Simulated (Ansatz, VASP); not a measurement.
# AlAs: VASP beside Ansatz

```xyz
2
Lattice="0.0000 2.8145 2.8145 2.8145 0.0000 2.8145 2.8145 2.8145 0.0000" Properties=species:S:1:pos:R:3 pbc="T T T"
Al    0.0000    0.0000    0.0000
As    1.4073    1.4073    1.4073
```

Alike in both runs: functional LDA; k mesh 8 × 8 × 8; occupations gaussian, width 0.02 eV; no spin polarisation.

Ansatz relaxed the structure, and its values are those at the end. VASP's run is a single point on that final structure, the one shown.

|  | VASP | Ansatz |
| --- | --- | --- |
| version | VASP 6.6.1 | Ansatz 0.2.0 |
| potentials or method | VASP PAW LDA potentials, release 64 (Al, As), cutoff 500 eV | scalar-relativistic, plane waves, PAW |
| valence electrons in the cell | 8 | 18 |

```tsv
	VASP	Ansatz	Ansatz less VASP
gap on the k mesh at the Fermi level (eV)	1.31	1.32	+0.013
least direct gap on the mesh (eV)	2.02	1.98	-0.035
pressure (GPa)	0.4	0.0	-0.35
```

LDA's correlation is that of Perdew and Zunger in VASP and of Perdew and Wang (1992) in Ansatz. VASP's potentials hold 8 valence electrons a cell and Ansatz's 18, so a difference there can come from the potentials and not from the codes.
